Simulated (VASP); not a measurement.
# SiO2 (Pnnm) in VASP: a series of runs

SiO2 is run at these levels: PBE; tasks: single point.

All numbers are computed with VASP 6.6.1; they aren't measurements. Logs are shortened: lines on timing, memory, paths and dates and some standing lists are left out, and cuts for length are marked.

## (1) The cell of the first run

The structure is orthorhombic, space group Pnnm (No. 58). Conventional cell: a = 4.067 Å, b = 4.236 Å, c = 2.690 Å, α = 90.00°, β = 90.00°, γ = 90.00°. Si (site symmetry 2/m) has 6 O at 1.76 to 1.80 Å within 2.3 Å. O (site symmetry m) has 3 Si at 1.76 to 1.80 Å and 1 O at 2.27 Å within 2.3 Å.

## (2) Single point, PBE (strain -0.0400 x Voigt [0, 1, 0, 0, 0, 0])

Contents of INCAR:

```
ALGO = Normal
EDIFF = 1E-6
ENCUT = 520
GGA = PE
ISIF = 2
ISMEAR = 0
LASPH = T
LCHARG = F
LREAL = F
LWAVE = F
NBANDS = 25
NELM = 80
PREC = Accurate
SIGMA = 0.05
```

Contents of KPOINTS:

```
k-points
0
Gamma
  6 6 8
```

Contents of POSCAR:

```
SiO2
1.0
    4.2361165246      0.0000000000      0.0000000000
    0.0000000000      4.0666718636      0.0000000000
    0.0000000000      0.0000000000      2.6904781099
Si O
2 4
Direct
    0.5000000000      0.5000000000      0.5000000000
    0.0000000000      0.0000000000      0.0000000000
    0.6930152168      0.6930152168      0.0000000000
    0.1930152168      0.8069847832      0.5000000000
    0.3069847832      0.3069847832      0.0000000000
    0.8069847832      0.1930152168      0.5000000000
```

Potentials or basis: VASP PAW PBE potentials, release 64 (Si, O).

Started as:

```console
cat potpaw_PBE.64/Si/POTCAR potpaw_PBE.64/O/POTCAR > POTCAR
mpirun -np 1 vasp_std > vasp.out
```

OUTCAR:

```text
EDIFF = 1E-6
   ENCUT = 520
   GGA = PE
   ISIF = 2
   ISMEAR = 0
   LASPH = T
   LREAL = F
   NELM = 80
   PREC = Accurate

 ion  position               nearest neighbor table
   1  0.500  0.500  0.500-   3 1.76   5 1.76   3 1.76   5 1.76   4 1.80   6 1.80
   2  0.000  0.000  0.000-   4 1.76   6 1.76   4 1.76   6 1.76   5 1.80   3 1.80
   3  0.693  0.693  0.000-   1 1.76   1 1.76   2 1.80
   4  0.193  0.807  0.500-   2 1.76   2 1.76   1 1.80
   5  0.307  0.307  0.000-   1 1.76   1 1.76   2 1.80
   6  0.807  0.193  0.500-   2 1.76   2 1.76   1 1.80

  LATTYP: Found a simple orthorhombic cell.
 ALAT       =     2.6904781099
 B/A-ratio  =     1.5115052781
 C/A-ratio  =     1.5744846646

  Lattice vectors:

 A1 = (   0.0000000000,   0.0000000000,  -2.6904781099)
 A2 = (   0.0000000000,   4.0666718636,   0.0000000000)
 A3 = (   4.2361165246,   0.0000000000,   0.0000000000)

Analysis of symmetry for initial positions (statically):
=====================================================================
 Subroutine PRICEL returns:
 Original cell was already a primitive cell.

 Routine SETGRP: Setting up the symmetry group for a
 simple orthorhombic supercell.

 Subroutine GETGRP returns: Found  8 space group operations
 (whereof  4 operations were pure point group operations)
 out of a pool of  8 trial point group operations.

The static configuration has the point symmetry C_2h.
 The point group associated with its full space group is D_2h.

Analysis of symmetry for dynamics (positions and initial velocities):
=====================================================================
 Subroutine PRICEL returns:
 Original cell was already a primitive cell.

 Routine SETGRP: Setting up the symmetry group for a
 simple orthorhombic supercell.

 Subroutine GETGRP returns: Found  8 space group operations
 (whereof  4 operations were pure point group operations)
 out of a pool of  8 trial point group operations.

The dynamic configuration has the point symmetry C_2h.
 The point group associated with its full space group is D_2h.

 Subroutine INISYM returns: Found  8 space group operations
 (whereof  4 operations are pure point group operations),
 and found     1 'primitive' translations

----------------------------------------------------------------------------------------

                                     Primitive cell

  volume of cell :      46.3486

  direct lattice vectors                    reciprocal lattice vectors
     4.236116525  0.000000000  0.000000000     0.236065272  0.000000000  0.000000000
     0.000000000  4.066671864  0.000000000     0.000000000  0.245901325  0.000000000
     0.000000000  0.000000000  2.690478110     0.000000000  0.000000000  0.371681151

  length of vectors
     4.236116525  4.066671864  2.690478110     0.236065272  0.245901325  0.371681151

  position of ions in fractional coordinates (direct lattice)
     0.500000000  0.500000000  0.500000000
     0.000000000  0.000000000  0.000000000
     0.693015217  0.693015217  0.000000000
     0.193015217  0.806984783  0.500000000
     0.306984783  0.306984783  0.000000000
     0.806984783  0.193015217  0.500000000

  ion indices of the primitive-cell ions
   primitive index   ion index
                 1           1
                 2           2
                 3           3
                 4           4
                 5           5
                 6           6

----------------------------------------------------------------------------------------

 KPOINTS: k-points

Automatic generation of k-mesh.
 Grid dimensions read from file:
 generate k-points for:    6    6    8

 Generating k-lattice:

  Cartesian coordinates                     Fractional coordinates (reciprocal lattice)
     0.039344212  0.000000000  0.000000000     0.166666667  0.000000000  0.000000000
     0.000000000  0.040983554  0.000000000     0.000000000  0.166666667  0.000000000
     0.000000000  0.000000000  0.046460144     0.000000000  0.000000000  0.125000000

  Length of vectors
     0.039344212  0.040983554  0.046460144

  Shift w.r.t. Gamma in fractional coordinates (k-lattice)
     0.000000000  0.000000000  0.000000000

 Subroutine IBZKPT returns following result:
 ===========================================

 Found     80 irreducible k-points:

 Following reciprocal coordinates:
            Coordinates               Weight
  0.000000  0.000000  0.000000      1.000000
  0.166667  0.000000  0.000000      2.000000
  0.333333  0.000000  0.000000      2.000000
  0.500000  0.000000  0.000000      1.000000
  0.000000  0.166667  0.000000      2.000000
  0.166667  0.166667  0.000000      4.000000
[... 16 lines left out ...]
  0.333333  0.166667  0.125000      8.000000
  0.500000  0.166667  0.125000      4.000000
 [... further k-points ...]
   k-points           NKPTS =     80   k-points in BZ     NKDIM =     80   number of bands    NBANDS=     25
[... 72 lines left out ...]

 k-point     1 :       0.0000    0.0000    0.0000
  band No.  band energies     occupation
      1     -14.3004      2.00000
      2     -10.7577      2.00000
      3     -10.4129      2.00000
      4     -10.3808      2.00000
      5      -2.5199      2.00000
      6       1.8897      2.00000
[... 17 lines left out ...]
     24      22.8419      0.00000
     25      23.9536      0.00000

 k-point     2 :       0.1667    0.0000    0.0000
  band No.  band energies     occupation
      1     -14.1587      2.00000
      2     -11.3833      2.00000
      3     -10.3493      2.00000
      4     -10.0342      2.00000
      5      -2.3192      2.00000
      6       1.1566      2.00000
[... 17 lines left out ...]
     24      22.2987      0.00000
     25      23.7173      0.00000

 k-point     3 :       0.3333    0.0000    0.0000
  band No.  band energies     occupation
      1     -13.7435      2.00000
      2     -12.2627      2.00000
      3     -10.1822      2.00000
      4      -9.8851      2.00000
      5      -1.7691      2.00000
      6       0.0517      2.00000
[... 17 lines left out ...]
     24      22.4798      0.00000
     25      23.2316      0.00000

 k-point     4 :       0.5000    0.0000    0.0000
  band No.  band energies     occupation
      1     -13.0892      2.00000
      2     -13.0892      2.00000
      3      -9.9850      2.00000
      4      -9.9850      2.00000
      5      -0.9574      2.00000
      6      -0.9574      2.00000
[... 17 lines left out ...]
     24      21.7776      0.00000
     25      23.0661      0.00000

 k-point     5 :       0.0000    0.1667    0.0000
  band No.  band energies     occupation
      1     -14.1463      2.00000
      2     -11.1729      2.00000
      3     -10.6737      2.00000
      4      -9.9676      2.00000
      5      -2.3264      2.00000
      6       1.2256      2.00000
[... 17 lines left out ...]
     24      22.1115      0.00000
     25      23.9929      0.00000

 k-point     6 :       0.1667    0.1667    0.0000
  band No.  band energies     occupation
      1     -14.0083      2.00000
      2     -11.4833      2.00000
      3     -10.6761      2.00000
      4      -9.8951      2.00000
      5      -2.0988      2.00000
      6       1.0769      2.00000
[... 17 lines left out ...]
     24      22.0212      0.00000
     25      23.7176      0.00000
[... 393 lines left out ...]
 k-point    21 :       0.0000    0.1667    0.1250
  band No.  band energies     occupation
      1     -13.9453      2.00000
      2     -11.0719      2.00000
      3     -10.5709      2.00000
      4      -9.9483      2.00000
      5      -2.2326      2.00000
      6       1.3324      2.00000
[... 17 lines left out ...]
     24      22.0938      0.00000
     25      23.1041      0.00000

 k-point    22 :       0.1667    0.1667    0.1250
  band No.  band energies     occupation
      1     -13.8101      2.00000
      2     -11.3679      2.00000
      3     -10.5734      2.00000
      4      -9.8787      2.00000
      5      -1.9912      2.00000
      6       0.8801      2.00000
[... 17 lines left out ...]
     24      22.0544      0.00000
     25      22.8281      0.00000

 k-point    23 :       0.3333    0.1667    0.1250
  band No.  band energies     occupation
      1     -13.4169      2.00000
      2     -12.0651      2.00000
      3     -10.4046      2.00000
      4      -9.9277      2.00000
      5      -1.3761      2.00000
      6       0.2181      2.00000
[... 17 lines left out ...]
     24      21.7425      0.00000
     25      22.9256      0.00000

 k-point    24 :       0.5000    0.1667    0.1250
  band No.  band energies     occupation
      1     -12.8067      2.00000
      2     -12.8067      2.00000
      3     -10.1455      2.00000
      4     -10.1455      2.00000
      5      -0.5872      2.00000
      6      -0.5872      2.00000
[... 17 lines left out ...]
     24      21.1342      0.00000
     25      22.8947      0.00000

 [... further k-points ...]
[... 5 lines left out ...]
  --------------------------------------------------------------------------------------
  -------------------------------------------------------------------------------------
  Total        2.1781391      6.1225519      2.5289283     -0.0000000      0.0000000      0.0000000
  in kB       75.2938837    211.6442931     87.4199612     -0.0000000      0.0000000      0.0000000
  external PRESSURE =     124.7860460 kB  Pullay stress =       0.0000000 kB

 VOLUME and BASIS-vectors are now :
 -----------------------------------------------------------------------------
  energy-cutoff  :      520.00
  volume of cell :       46.35
      direct lattice vectors                 reciprocal lattice vectors
     4.236116525  0.000000000  0.000000000     0.236065272  0.000000000  0.000000000
     0.000000000  4.066671864  0.000000000     0.000000000  0.245901325  0.000000000
     0.000000000  0.000000000  2.690478110     0.000000000  0.000000000  0.371681151

 POSITION                                       TOTAL-FORCE (eV/Angst)
 -----------------------------------------------------------------------------------
      2.11806      2.03334      1.34524        -0.000000      0.000000      0.000000
      0.00000      0.00000      0.00000        -0.000000      0.000000      0.000000
      2.93569      2.81827      0.00000         0.189582      0.379055     -0.000000
      0.81763      3.28174      1.34524         0.189582     -0.379055      0.000000
      1.30042      1.24841      0.00000        -0.189582     -0.379055      0.000000
      3.41848      0.78493      1.34524        -0.189582      0.379055     -0.000000
 -----------------------------------------------------------------------------------
    total drift:                                0.000000      0.000000     -0.000000

  FREE ENERGIE OF THE ION-ELECTRON SYSTEM (eV)
  ---------------------------------------------------
  free  energy   TOTEN  =       -46.1893786570 eV

  energy  without entropy=      -46.1893786570  energy(sigma->0) =      -46.18937866
```

Run time: 48 s. Hardware: 1 thread of Intel Xeon Platinum 8259CL at 2.50GHz (Skylake/Cascade Lake), shared host; peak memory 0.19 GiB.

What came out:

```yaml
Free_energy: -46.1894 eV
Pressure: 12.5 GPa
Largest_force: 0.424 eV/Å
Band_gap_on_the_k_mesh: 5.64 eV
```

Forces on the atoms (eV/Å):
```
Si   0.000  0.000  0.000
Si   0.000  0.000  0.000
O    0.190  0.379  0.000
O    0.190 -0.379  0.000
O   -0.190 -0.379  0.000
O   -0.190  0.379  0.000
```

Levels at points of the mesh, in eV from the valence-band top:
| k point | band 12 | band 13 | band 14 | band 15 | band 16 | band 17 | band 18 | band 19 | band 20 | band 21 |
| --- | --- | --- | --- | --- | --- | --- | --- | --- | --- | --- |
| (0.00, 0.00, 0.00) | -3.11 | -2.63 | -1.04 | -0.67 | 0.00 | 5.64 | 6.46 | 8.12 | 8.59 | 11.25 |
| (0.50, 0.00, 0.00) | -3.99 | -2.71 | -2.71 | -0.95 | -0.95 | 7.64 | 7.64 | 8.98 | 8.98 | 11.09 |
| (0.00, 0.50, 0.00) | -3.72 | -2.84 | -2.84 | -1.18 | -1.18 | 7.66 | 7.66 | 8.88 | 8.88 | 11.40 |
| (0.50, 0.50, 0.00) | -3.38 | -2.66 | -2.66 | -2.23 | -2.23 | 7.31 | 7.31 | 9.91 | 9.91 | 13.33 |
| (0.00, 0.00, 0.50) | -4.56 | -3.12 | -3.12 | -2.70 | -2.70 | 9.19 | 9.19 | 12.67 | 12.67 | 12.82 |
| (0.50, 0.00, 0.50) | -3.93 | -2.32 | -2.32 | -1.89 | -1.89 | 8.71 | 8.71 | 9.95 | 9.95 | 12.24 |
| (0.00, 0.50, 0.50) | -4.02 | -2.18 | -2.18 | -1.61 | -1.61 | 9.07 | 9.07 | 10.12 | 10.12 | 12.41 |
| (0.50, 0.50, 0.50) | -4.42 | -1.75 | -1.75 | -1.53 | -1.53 | 7.35 | 7.35 | 10.87 | 10.87 | 12.05 |

Caveat: the cell differs from its parent crystal (strain -0.0400 x Voigt [0, 1, 0, 0, 0, 0]); the stress differs along the axes, from 8 to 21 GPa. A k mesh can miss the band edges.

## (3) Single point, PBE (strain -0.0300 x Voigt [0, 1, 0, 0, 0, 0])

Contents of INCAR:

```
ALGO = Normal
EDIFF = 1E-6
ENCUT = 520
GGA = PE
ISIF = 2
ISMEAR = 0
LASPH = T
LCHARG = T
LELF = T
LREAL = F
LVHAR = T
LWAVE = F
NBANDS = 25
NELM = 60
PREC = Accurate
SIGMA = 0.05
```

KPOINTS is that of step 2.

POSCAR, as its differences from that of step 2:

```diff
@@ -3,3 +3,3 @@
     4.2361165246      0.0000000000      0.0000000000
-    0.0000000000      4.0666718636      0.0000000000
+    0.0000000000      4.1090330289      0.0000000000
     0.0000000000      0.0000000000      2.6904781099
```

Potentials or basis: VASP PAW PBE potentials, release 64 (Si, O).

Started as:

```console
cat potpaw_PBE.64/Si/POTCAR potpaw_PBE.64/O/POTCAR > POTCAR
mpirun -np 1 vasp_std > vasp.out
```

It took 49 s on 1 thread of Intel Xeon Platinum 8259CL at 2.50GHz (Skylake/Cascade Lake), shared host; peak memory 0.2 GiB.

Results (log left out):

```
Free energy            : -46.2456 eV
Pressure               : 9.1 GPa
Largest force          : 0.329 eV/Å
Band gap on the k mesh : 5.48 eV
```

Forces on the atoms (eV/Å):
```
Si   0.000  0.000  0.000
Si   0.000  0.000  0.000
O    0.151  0.292  0.000
O    0.151 -0.292  0.000
O   -0.151 -0.292  0.000
O   -0.151  0.292  0.000
```

Stress tensor (GPa, compression positive):
```
 5.41  0.00  0.00
 0.00 15.51  0.00
 0.00  0.00  6.48
```

Levels at points of the mesh, in eV from the valence-band top:
```tsv
k point	band 13	band 14	band 15	band 16	band 17	band 18	band 19	band 20
(0.00, 0.00, 0.00)	-2.60	-0.99	-0.72	0.00	5.48	6.50	8.17	8.52
(0.50, 0.00, 0.00)	-2.69	-2.69	-0.97	-0.97	7.56	7.56	8.95	8.95
(0.00, 0.50, 0.00)	-2.78	-2.78	-1.15	-1.15	7.57	7.57	8.88	8.88
(0.50, 0.50, 0.00)	-2.63	-2.63	-2.21	-2.21	7.23	7.23	9.88	9.88
(0.00, 0.00, 0.50)	-3.06	-3.06	-2.66	-2.66	9.05	9.05	12.59	12.59
(0.50, 0.00, 0.50)	-2.29	-2.29	-1.83	-1.83	8.65	8.65	9.82	9.82
(0.00, 0.50, 0.50)	-2.19	-2.19	-1.63	-1.63	8.91	8.91	9.94	9.94
(0.50, 0.50, 0.50)	-1.75	-1.75	-1.52	-1.52	7.21	7.21	10.86	10.86
```

Caveat: the cell differs from its parent crystal (strain -0.0300 x Voigt [0, 1, 0, 0, 0, 0]); the stress differs along the axes, from 5 to 16 GPa.

## (4) Single point, PBE (strain -0.0200 x Voigt [0, 1, 0, 0, 0, 0])

Contents of INCAR:

```
SYSTEM = SiO2
PREC = Accurate
ENCUT = 520
EDIFF = 1E-7
ISMEAR = 0
SIGMA = 0.05
LREAL = .FALSE.
LASPH = .TRUE.
NELM = 100
ALGO = Normal
ISIF = 2
LWAVE = .FALSE.
LCHARG = .FALSE.
GGA = PE
NBANDS = 25
```

Contents of KPOINTS:

```
Automatic mesh
0
G
  6 6 8
  0 0 0
```

POSCAR, as its differences from that of step 3:

```diff
@@ -3,3 +3,3 @@
     4.2361165246      0.0000000000      0.0000000000
-    0.0000000000      4.1090330289      0.0000000000
+    0.0000000000      4.1513941941      0.0000000000
     0.0000000000      0.0000000000      2.6904781099
```

Started as:

```console
cat potpaw_PBE.64/Si/POTCAR potpaw_PBE.64/O/POTCAR > POTCAR
mpirun -np 1 vasp_std > vasp.out
```

Run time: 53 s. Hardware: 1 thread of Intel Xeon Platinum 8259CL at 2.50GHz (Skylake/Cascade Lake), shared host; peak memory 0.19 GiB.

It converged, with:

```
Free energy            : -46.2851 eV
Pressure               : 5.9 GPa
Largest force          : 0.229 eV/Å
Band gap on the k mesh : 5.33 eV
```

Forces in eV/Å, atoms in the order of the input:
```
Si   0.000  0.000  0.000
Si   0.000  0.000  0.000
O    0.108  0.202  0.000
O    0.108 -0.202  0.000
O   -0.108 -0.202  0.000
O   -0.108  0.202  0.000
```

Stress tensor (GPa, compression positive):
```
 3.42  0.00  0.00
 0.00 10.07  0.00
 0.00  0.00  4.35
```

Levels at points of the mesh, in eV from the valence-band top:
| k point | band 13 | band 14 | band 15 | band 16 | band 17 | band 18 | band 19 | band 20 |
| --- | --- | --- | --- | --- | --- | --- | --- | --- |
| (0.00, 0.00, 0.00) | -2.57 | -0.94 | -0.76 | 0.00 | 5.33 | 6.54 | 8.21 | 8.44 |
| (0.50, 0.00, 0.00) | -2.67 | -2.67 | -1.00 | -1.00 | 7.48 | 7.48 | 8.93 | 8.93 |
| (0.00, 0.50, 0.00) | -2.73 | -2.73 | -1.11 | -1.11 | 7.48 | 7.48 | 8.88 | 8.88 |
| (0.50, 0.50, 0.00) | -2.60 | -2.60 | -2.20 | -2.20 | 7.16 | 7.16 | 9.85 | 9.85 |
| (0.00, 0.00, 0.50) | -2.99 | -2.99 | -2.63 | -2.63 | 8.91 | 8.91 | 12.51 | 12.51 |
| (0.50, 0.00, 0.50) | -2.26 | -2.26 | -1.78 | -1.78 | 8.59 | 8.59 | 9.69 | 9.69 |
| (0.00, 0.50, 0.50) | -2.20 | -2.20 | -1.64 | -1.64 | 8.75 | 8.75 | 9.77 | 9.77 |
| (0.50, 0.50, 0.50) | -1.74 | -1.74 | -1.50 | -1.50 | 7.08 | 7.08 | 10.83 | 10.83 |

Caveat: the cell differs from its parent crystal (strain -0.0200 x Voigt [0, 1, 0, 0, 0, 0]); the stress differs along the axes, from 3 to 10 GPa.

## (5) Overview

```csv
cell,gap on the mesh (eV),pressure (GPa),largest force (eV/Å)
"a = 4.236, b = 4.067, c = 2.690 Å, 6 atoms",5.64,12.5,0.42
"a = 4.236, b = 4.109, c = 2.690 Å, 6 atoms",5.48,9.1,0.33
"a = 4.236, b = 4.151, c = 2.690 Å, 6 atoms",5.33,5.9,0.23
```

Alike in all rows: task single point; level PBE; potentials or basis VASP PAW PBE potentials, release 64 (Si, O); no spin polarisation; k mesh 6 × 6 × 8; cutoff (eV) 520; smearing gaussian 0.05 eV.

Caveats: the stress differs along the axes, from 8 to 21 GPa (at least some runs); the stress differs along the axes, from 5 to 16 GPa (at least some runs); the stress differs along the axes, from 3 to 10 GPa (at least some runs).

Total energies depend on the potentials used, so only differences within one code and one set of settings carry meaning.
